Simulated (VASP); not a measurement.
# ZnPb6F (Fm-3m) in VASP: further runs

ZnPb6F is run at these levels: PBE; tasks: single point, relaxation of cell and atoms.

Everything below comes from runs of VASP 6.6.1. Logs are shortened: lines on timing, memory, paths and dates and some standing lists are left out, and cuts for length are marked.

### Step 1. The cell of the first run

The structure is cubic, space group Fm-3m (No. 225). The conventional cell has a = 10.728 Å, b = 10.728 Å, c = 10.728 Å, α = 90.00°, β = 90.00°, γ = 90.00°. Within 3.6 Å of Zn (site symmetry m-3m) lie 6 Pb at 2.75 Å. Within 3.5 Å of Pb (site symmetry 4mm) lie 1 F at 2.62 Å and 1 Zn at 2.75 Å. Within 3.5 Å of F (site symmetry m-3m) lie 6 Pb at 2.62 Å.

The cell was built from a structure type or drawn by symmetry, and may not be a known phase.

### Step 2. Single point, PBE

INCAR reads:

```
SYSTEM = ZnPb6F
ALGO     = Normal         ! electronic algorithm
EDIFF    = 1E-6           ! SCF threshold, eV
ENCUT    = 520            ! plane-wave cutoff, eV
GGA      = PE             ! functional
ISIF     = 2              ! what is computed and relaxed
ISMEAR   = 0              ! smearing method
LASPH    = .True.         ! aspherical terms in the spheres
LCHARG   = .False.        ! write CHGCAR
LREAL    = .False.        ! projectors in reciprocal space
LWAVE    = .False.        ! write WAVECAR
NBANDS   = 62             ! bands
NELM     = 80             ! most SCF steps
PREC     = Accurate       ! precision mode
SIGMA    = 0.1            ! smearing width, eV
```

KPOINTS reads:

```
k-points
0
Gamma
  6 6 6
  0 0 0
```

POSCAR reads:

```
ZnPb6F
1.0
    0.0000000000      5.3641987075      5.3641987075
    5.3641987075      0.0000000000      5.3641987075
    5.3641987075      5.3641987075      0.0000000000
Zn Pb F
1 6 1
Direct
    0.0000000000      0.0000000000      0.0000000000
    0.7440674915      0.2559325085      0.2559325085
    0.2559325085      0.7440674915      0.7440674915
    0.2559325085      0.7440674915      0.2559325085
    0.7440674915      0.2559325085      0.7440674915
    0.2559325085      0.2559325085      0.7440674915
    0.7440674915      0.7440674915      0.2559325085
    0.5000000000      0.5000000000      0.5000000000
```

Potentials or basis: VASP PAW PBE potentials, release 64 (Zn, Pb_d, F).

Run with:

```console
$ cat potpaw_PBE.64/Zn/POTCAR potpaw_PBE.64/Pb_d/POTCAR potpaw_PBE.64/F/POTCAR > POTCAR
$ mpirun -np 1 vasp_std > vasp.out
```

OUTCAR:

```text
SYSTEM = ZnPb6F
   EDIFF = 1E-6
   ENCUT = 520
   GGA = PE
   ISIF = 2
   ISMEAR = 0
   LASPH = .True.
   LREAL = .False.
   NELM = 80
   PREC = Accurate

 ion  position               nearest neighbor table
   1  0.000  0.000  0.000-   2 2.75   3 2.75   4 2.75   5 2.75   6 2.75   7 2.75
   2  0.744  0.256  0.256-   8 2.62   1 2.75   5 3.70   6 3.70   7 3.70   4 3.70   6 3.88   4 3.88
                             5 3.88   7 3.88
   3  0.256  0.744  0.744-   8 2.62   1 2.75   5 3.70   6 3.70   7 3.70   4 3.70   6 3.88   4 3.88
                             5 3.88   7 3.88
   4  0.256  0.744  0.256-   8 2.62   1 2.75   3 3.70   6 3.70   7 3.70   2 3.70   6 3.88   3 3.88
                             2 3.88   7 3.88
   5  0.744  0.256  0.744-   8 2.62   1 2.75   3 3.70   6 3.70   7 3.70   2 3.70   6 3.88   3 3.88
                             2 3.88   7 3.88
   6  0.256  0.256  0.744-   8 2.62   1 2.75   3 3.70   4 3.70   5 3.70   2 3.70   4 3.88   3 3.88
                             2 3.88   5 3.88
   7  0.744  0.744  0.256-   8 2.62   1 2.75   3 3.70   4 3.70   5 3.70   2 3.70   2 3.88   5 3.88
                             4 3.88   3 3.88
   8  0.500  0.500  0.500-   2 2.62   3 2.62   4 2.62   5 2.62   6 2.62   7 2.62

  LATTYP: Found a face centered cubic cell.
 ALAT       =    10.7283974150

  Lattice vectors:

 A1 = (   0.0000000000,   5.3641987075,   5.3641987075)
 A2 = (   5.3641987075,   0.0000000000,   5.3641987075)
 A3 = (   5.3641987075,   5.3641987075,   0.0000000000)

Analysis of symmetry for initial positions (statically):
=====================================================================
 Subroutine PRICEL returns:
 Original cell was already a primitive cell.

 Routine SETGRP: Setting up the symmetry group for a
 face centered cubic supercell.

 Subroutine GETGRP returns: Found 48 space group operations
 (whereof 48 operations were pure point group operations)
 out of a pool of 48 trial point group operations.

The static configuration has the point symmetry O_h .

Analysis of symmetry for dynamics (positions and initial velocities):
=====================================================================
 Subroutine PRICEL returns:
 Original cell was already a primitive cell.

 Routine SETGRP: Setting up the symmetry group for a
 face centered cubic supercell.

 Subroutine GETGRP returns: Found 48 space group operations
 (whereof 48 operations were pure point group operations)
 out of a pool of 48 trial point group operations.

The dynamic configuration has the point symmetry O_h .

 Subroutine INISYM returns: Found 48 space group operations
 (whereof 48 operations are pure point group operations),
 and found     1 'primitive' translations

----------------------------------------------------------------------------------------

                                     Primitive cell

  volume of cell :     308.7056

  direct lattice vectors                    reciprocal lattice vectors
     0.000000000  5.364198707  5.364198707    -0.093210566  0.093210566  0.093210566
     5.364198707  0.000000000  5.364198707     0.093210566 -0.093210566  0.093210566
     5.364198707  5.364198707  0.000000000     0.093210566  0.093210566 -0.093210566

  length of vectors
     7.586122563  7.586122563  7.586122563     0.161445437  0.161445437  0.161445437

  position of ions in fractional coordinates (direct lattice)
     0.000000000  0.000000000  0.000000000
     0.744067491  0.255932509  0.255932509
     0.255932509  0.744067491  0.744067491
     0.255932509  0.744067491  0.255932509
     0.744067491  0.255932509  0.744067491
     0.255932509  0.255932509  0.744067491
     0.744067491  0.744067491  0.255932509
     0.500000000  0.500000000  0.500000000

  ion indices of the primitive-cell ions
   primitive index   ion index
                 1           1
                 2           2
                 3           3
                 4           4
                 5           5
                 6           6
                 7           7
                 8           8

----------------------------------------------------------------------------------------

 KPOINTS: k-points

Automatic generation of k-mesh.
 Grid dimensions read from file:
 generate k-points for:    6    6    6

 Generating k-lattice:

  Cartesian coordinates                     Fractional coordinates (reciprocal lattice)
    -0.015535094  0.015535094  0.015535094     0.166666667  0.000000000  0.000000000
     0.015535094 -0.015535094  0.015535094     0.000000000  0.166666667  0.000000000
     0.015535094  0.015535094 -0.015535094     0.000000000  0.000000000  0.166666667

  Length of vectors
     0.026907573  0.026907573  0.026907573

  Shift w.r.t. Gamma in fractional coordinates (k-lattice)
     0.000000000  0.000000000  0.000000000

 Subroutine IBZKPT returns following result:
 ===========================================

 Found     16 irreducible k-points:

 Following reciprocal coordinates:
            Coordinates               Weight
  0.000000  0.000000  0.000000      1.000000
  0.166667  0.000000  0.000000      8.000000
  0.333333  0.000000  0.000000      8.000000
  0.500000  0.000000  0.000000      4.000000
  0.166667  0.166667  0.000000      6.000000
  0.333333  0.166667  0.000000     24.000000
[... 8 lines left out ...]
 -0.333333  0.333333  0.166667     24.000000
 -0.333333  0.500000  0.166667     12.000000
   k-points           NKPTS =     16   k-points in BZ     NKDIM =     16   number of bands    NBANDS=     62
   number of dos      NEDOS =    301   number of ions     NIONS =      8
   total plane-waves  NPLWV = 175616
   dimension x,y,z NGX =    56 NGY =   56 NGZ =   56
   dimension x,y,z NGXF=   112 NGYF=  112 NGZF=  112
   ions per type =               1   6   1
   NGX,Y,Z   is equivalent  to a cutoff of  12.27, 12.27, 12.27 a.u.
   NGXF,Y,Z  is equivalent  to a cutoff of  24.54, 24.54, 24.54 a.u.
 SYSTEM =  ZnPb6F
   PREC   = accura    normal or accurate (medium, high low for compatibility)
   ISTART =      0    job   : 0-new  1-cont  2-samecut
   ICHARG =      2    charge: 1-file 2-atom 10-const
   ISPIN  =      1    spin polarized calculation?
   LNONCOLLINEAR =      F non collinear calculations
   LSORBIT =      F    spin-orbit coupling
   LASPH  =      T    aspherical Exc in radial PAW
   ENCUT  =  520.0 eV  38.22 Ry    6.18 a.u.  14.11 14.11 14.11*2*pi/ulx,y,z
   NELM   =     80;   NELMIN=  2; NELMDL= -5     # of ELM steps
   EDIFF  = 0.1E-05   stopping-criterion for ELM
   LREAL  =      F    real-space projection
[... 7 lines left out ...]
   TEBEG  =    0.0;   TEEND  =   0.0 temperature during run
   PSTRESS=    0.0 pullay stress
   NELECT =     103.0000    total number of electrons
   NUPDOWN=      -1.0000    fix difference up-down
   EMIN   =  10.00;   EMAX   =-10.00  energy-range for DOS
   EFERMI =   0.00;   METHOD = LEGACY
   ISMEAR =     0;   SIGMA  =   0.10  broadening in eV -4-tet -1-fermi 0-gaus
   EFERMI_NEDOS =   21; number of points for ismear=-14 and -15
   IALGO  =     38    algorithm
   IMIX   =      4    mixing-type and parameters
     AMIX     =   0.40;   BMIX     =  1.00
     AMIX_MAG =   1.60;   BMIX_MAG =  1.00
  volume/ion in A,a.u.               =      38.59       260.41
  Fermi-wavevector in a.u.,A,eV,Ry     =   1.135461  2.145711 17.541619  1.289273
  Thomas-Fermi vector in A             =   2.272166
   LORBIT       =      0    0 simple, 1 ext, 2 COOP (PROOUT), +10 PAW based schemes
   GGA     = PE    functional components
   LHFCALC =     F    Hartree Fock is set to
   AEXX    =    0.0000 exact exchange contribution
   IVDW    =     0    specifies the selected vdW correction
   LEPSILON=     F    determine dielectric tensor
   LRPA    =     F    only Hartree local field effects (RPA)
 non-spin polarized calculation
 Gauss-broadening in eV      SIGMA  =   0.10
  energy-cutoff  :      520.00
  volume of cell :      308.71
 maximum number of plane-waves:      8363
   NGX = 29   NGY = 29   NGZ = 29

 number of electron     103.0000025 magnetization

 Free energy of the ion-electron system (eV)
  ---------------------------------------------------
  ext. energy  EPLUGINS =         0.00000000
  ---------------------------------------------------
  free energy    TOTEN  =       -23.32667945 eV

  energy without entropy =      -23.31140363  energy(sigma->0) =      -23.31904154

 E-fermi :   2.9469     XC(G=0):  -8.1627

 val. band max:        2.8289118907   @ k =   0.5000   0.3333   0.1667
 cond. band min:       2.9471987973   @ k =  -0.3333   0.3333   0.0000
 fundamental gap:      0.1182869066
 Fermi energy:         2.9468883423

 k-point     1 :       0.0000    0.0000    0.0000
  band No.  band energies     occupation
      1     -20.4817      2.00000
      2     -13.9652      2.00000
      3     -13.9652      2.00000
      4     -13.9652      2.00000
      5     -13.9486      2.00000
      6     -13.9486      2.00000
[... 54 lines left out ...]
     61       7.1428      0.00000
     62       7.1428      0.00000

 k-point     2 :       0.1667    0.0000    0.0000
  band No.  band energies     occupation
      1     -20.4815      2.00000
      2     -13.9610      2.00000
      3     -13.9581      2.00000
      4     -13.9581      2.00000
      5     -13.9566      2.00000
      6     -13.9417      2.00000
[... 54 lines left out ...]
     61       7.1133      0.00000
     62       7.1133      0.00000

 k-point     3 :       0.3333    0.0000    0.0000
  band No.  band energies     occupation
      1     -20.4815      2.00000
      2     -13.9707      2.00000
      3     -13.9477      2.00000
      4     -13.9417      2.00000
      5     -13.9417      2.00000
      6     -13.9285      2.00000
[... 834 lines left out ...]
     61       6.1654      0.00000
     62       6.3506      0.00000

 k-point    16 :      -0.3333    0.5000    0.1667
  band No.  band energies     occupation
      1     -20.4813      2.00000
      2     -13.9481      2.00000
      3     -13.9459      2.00000
      4     -13.9274      2.00000
      5     -13.9188      2.00000
      6     -13.9119      2.00000
[... 54 lines left out ...]
     61       5.7259      0.00000
     62       6.9394      0.00000

------------------------ aborting loop because EDIFF is reached ----------------------------------------

  FORCE on cell =-STRESS in cart. coord.  units (eV):
  Direction    XX          YY          ZZ          XY          YZ          ZX
  --------------------------------------------------------------------------------------
  -------------------------------------------------------------------------------------
  Total       -0.0834520     -0.0834520     -0.0834520     -0.0000000     -0.0000000      0.0000000
  in kB       -0.4331145     -0.4331145     -0.4331145     -0.0000000     -0.0000000      0.0000000
  external PRESSURE =      -0.4331145 kB  Pullay stress =       0.0000000 kB

 VOLUME and BASIS-vectors are now :
 -----------------------------------------------------------------------------
  energy-cutoff  :      520.00
  volume of cell :      308.71
      direct lattice vectors                 reciprocal lattice vectors
     0.000000000  5.364198707  5.364198707    -0.093210566  0.093210566  0.093210566
     5.364198707  0.000000000  5.364198707     0.093210566 -0.093210566  0.093210566
     5.364198707  5.364198707  0.000000000     0.093210566  0.093210566 -0.093210566

 POSITION                                       TOTAL-FORCE (eV/Angst)
 -----------------------------------------------------------------------------------
      0.00000      0.00000      0.00000         0.000000      0.000000     -0.000000
      2.74575      5.36420      5.36420         0.003411      0.000000     -0.000000
      7.98265      5.36420      5.36420        -0.003411      0.000000     -0.000000
      5.36420      2.74575      5.36420         0.000000      0.003411     -0.000000
      5.36420      7.98265      5.36420         0.000000     -0.003411     -0.000000
      5.36420      5.36420      2.74575         0.000000      0.000000      0.003411
      5.36420      5.36420      7.98265         0.000000      0.000000     -0.003411
      5.36420      5.36420      5.36420         0.000000      0.000000     -0.000000
 -----------------------------------------------------------------------------------
    total drift:                                0.000000     -0.000000      0.000000

  FREE ENERGIE OF THE ION-ELECTRON SYSTEM (eV)
  ---------------------------------------------------
  free  energy   TOTEN  =       -23.3266794493 eV

  energy  without entropy=      -23.3114036333  energy(sigma->0) =      -23.31904154
```

It took 4.9 min on 1 thread of Intel Xeon 6975P-C (Granite Rapids), shared host; peak memory 0.58 GiB.

Results:

```
Free energy            : -23.3267 eV
Pressure               : 0.0 GPa
Largest force          : 0.003 eV/Å
Band gap on the k mesh : zero (an odd number of electrons rules out a gap without spin polarisation)
```

Forces on the atoms (eV/Å):
```
Zn   0.000  0.000  0.000
Pb   0.003  0.000  0.000
Pb  -0.003  0.000  0.000
Pb   0.000  0.003  0.000
Pb   0.000 -0.003  0.000
Pb   0.000  0.000  0.003
Pb   0.000  0.000 -0.003
F    0.000  0.000  0.000
```

Levels at points of the mesh, in eV from the Fermi level:
| k point | band 50 | band 51 | band 52 | band 53 | band 54 | band 55 |
| --- | --- | --- | --- | --- | --- | --- |
| (0.00, 0.00, 0.00) | -1.03 | -1.03 | -1.03 | 2.22 | 2.22 | 2.22 |
| (0.50, 0.00, 0.00) | -0.28 | -0.27 | -0.27 | 0.10 | 0.50 | 0.50 |
| (0.50, 0.50, 0.00) | 0.17 | 0.63 | 0.72 | 0.72 | 0.80 | 0.80 |

Caveat: spin-orbit coupling is left out, which moves the levels of the heavy elements; an odd number of electrons without spin polarisation forces a metal; a magnetic or distorted state may lie lower.

### Step 3. Relaxation of cell and atoms, PBE

This run uses another cell than the first one, of 29.84 Å³/atom.

INCAR reads:

```
PREC     = Accurate       # precision mode
ENCUT    = 600            # plane-wave cutoff, eV
EDIFF    = 1E-6           # SCF threshold, eV
ISMEAR   = 0              # smearing method
SIGMA    = 0.1            # smearing width, eV
LREAL    = False          # projectors in reciprocal space
LASPH    = True           # aspherical terms in the spheres
NELM     = 100            # most SCF steps
ALGO     = Normal         # electronic algorithm
ISIF     = 3              # what is computed and relaxed
LWAVE    = False          # write WAVECAR
LCHARG   = False          # write CHGCAR
GGA      = PE             # functional
IBRION   = 2              # ionic algorithm
NSW      = 90             # ionic steps
EDIFFG   = -0.04          # ionic threshold
```

KPOINTS reads:

```
regular mesh
0
Gamma
  4 4 4
```

POSCAR reads:

```
ZnPb6F
1.0
    0.0000000000      4.9236785900      4.9236785900
    4.9236785900      0.0000000000      4.9236785900
    4.9236785900      4.9236785900      0.0000000000
Zn Pb F
1 6 1
Direct
    0.0000000000      0.0000000000      0.0000000000
    0.7178528400      0.2821471600      0.2821471600
    0.2821471600      0.7178528400      0.7178528400
    0.2821471600      0.7178528400      0.2821471600
    0.7178528400      0.2821471600      0.7178528400
    0.2821471600      0.2821471600      0.7178528400
    0.7178528400      0.7178528400      0.2821471600
    0.5000000000      0.5000000000      0.5000000000
```

Potentials or basis: VASP PAW PBE potentials, release 64 (Zn, Pb_d, F).

Run with:

```console
$ cat potpaw_PBE.64/Zn/POTCAR potpaw_PBE.64/Pb_d/POTCAR potpaw_PBE.64/F/POTCAR > POTCAR
$ mpirun -np 1 vasp_std > vasp.out
```

Run time: 19 min. Hardware: 1 thread of Intel Xeon 6975P-C (Granite Rapids), shared host; peak memory 0.52 GiB.

It converged, with:

- Free energy: -23.1697 eV
- Relaxed volume: 38.51 Å³/atom
- Relaxed cell: a = 7.581 Å, b = 7.581 Å, c = 7.581 Å, α = 60.00°, β = 60.00°, γ = 60.00°
- Space group after relaxing (to 0.1 Å): Fm-3m (No. 225)
- Energy gained by relaxing: 648.4 meV/atom
- Ionic steps: 10
- Pressure after relaxing: 0.1 GPa
- Largest force after relaxing: 0.008 eV/Å
- Band gap on the k mesh: zero (an odd number of electrons rules out a gap without spin polarisation)

Forces on the atoms (eV/Å):
```
Zn   0.000  0.000  0.000
Pb  -0.008  0.000  0.000
Pb   0.008  0.000  0.000
Pb   0.000 -0.008  0.000
Pb   0.000  0.008  0.000
Pb   0.000  0.000 -0.008
Pb   0.000  0.000  0.008
F    0.000  0.000  0.000
```

The path:
```csv
step,energy change (eV),largest force (eV/Å),pressure (GPa),volume (Å³)
1,0.0000,5.4804,18.66,238.73
2,-4.3016,0.2550,-3.41,380.06
3,-5.0631,0.3950,-0.39,313.97
4,-5.0657,0.3450,-0.70,317.89
5,-5.0658,0.3658,-0.57,316.16
6,-5.1134,0.3151,-0.20,310.59
7,-5.1454,0.1626,0.78,299.17
8,-5.1473,0.1989,0.56,301.39
9,-5.1765,0.0938,0.31,304.75
10,-5.1874,0.0085,0.09,308.12
```

Final structure:
```
Zn Pb F
1.0
     0.00000    5.36078    5.36078
     5.36078    0.00000    5.36078
     5.36078    5.36078    0.00000
Zn Pb F
1 6 1
Direct
  0.00000 0.00000 0.00000
  0.74373 0.25627 0.25627
  0.25627 0.74373 0.74373
  0.25627 0.74373 0.25627
  0.74373 0.25627 0.74373
  0.25627 0.25627 0.74373
  0.74373 0.74373 0.25627
  0.50000 0.50000 0.50000
```

Levels at points of the mesh, in eV from the Fermi level:
```
           k point  band 50  band 51  band 52  band 53  band 54  band 55
(0.00, 0.00, 0.00)    -1.01    -1.01    -1.01     2.24     2.24     2.24
(0.50, 0.00, 0.00)    -0.25    -0.25    -0.25     0.12     0.52     0.52
(0.50, 0.50, 0.00)     0.19     0.65     0.73     0.73     0.82     0.82
```

Caveat: the volume moved by over 15 % at a fixed basis, so the end points are rough; spin-orbit coupling is left out, which moves the levels of the heavy elements; an odd number of electrons without spin polarisation forces a metal; a magnetic or distorted state may lie lower.
